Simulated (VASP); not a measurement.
Cd:

```
CELL_PARAMETERS angstrom
4.95941 0.00000 0.00000
-2.47970 4.29497 0.00000
0.00000 0.00000 3.04012
ATOMIC_POSITIONS crystal
Cd 0.00000 0.00000 0.00000
Cd 0.33333 0.66667 0.50000
Cd 0.66667 0.33333 0.50000
```

This isn't the form of Cd at room conditions, which is hcp.

```yaml
Program: VASP 6.6.1
Task: relaxation of cell and atoms
Functional: PBE
Potentials_or_basis: VASP PAW PBE potentials, release 64 (Cd)
Cutoff: 600 eV
k_mesh: 7 × 7 × 10
Occupations: fermi-dirac, width 0.1 eV
Spin: no spin polarisation
```

At the start: pressure 4.7 GPa; volume 21.59 Å³/atom.

Q: Where does the relaxation end?

A: Over 7 steps the energy falls by 29.0 meV/atom and the volume is 23.72 Å³/atom (+9.9 %); space group P6/mmm (No. 191, to 0.1 Å) before and after.

Step by step:
```csv
step,energy change (eV),largest force (eV/Å),pressure (GPa),volume (Å³)
1,0.0000,0.0000,4.67,64.76
2,-0.0860,0.0000,0.24,70.83
3,-0.0864,0.0000,-0.05,71.37
4,-0.0864,0.0000,-0.01,71.23
5,-0.0866,0.0000,0.05,71.21
6,-0.0869,0.0000,0.08,71.16
7,-0.0869,0.0000,0.04,71.16
```

Final structure:
```xyz
3
Lattice="5.1473 0.0000 0.0000 -2.5736 4.4577 0.0000 0.0000 0.0000 3.1012" Properties=species:S:1:pos:R:3 pbc="T T T"
Cd    5.1473    0.0000    0.0000
Cd    0.0000    2.9718    1.5506
Cd    2.5736    1.4859    1.5506
```
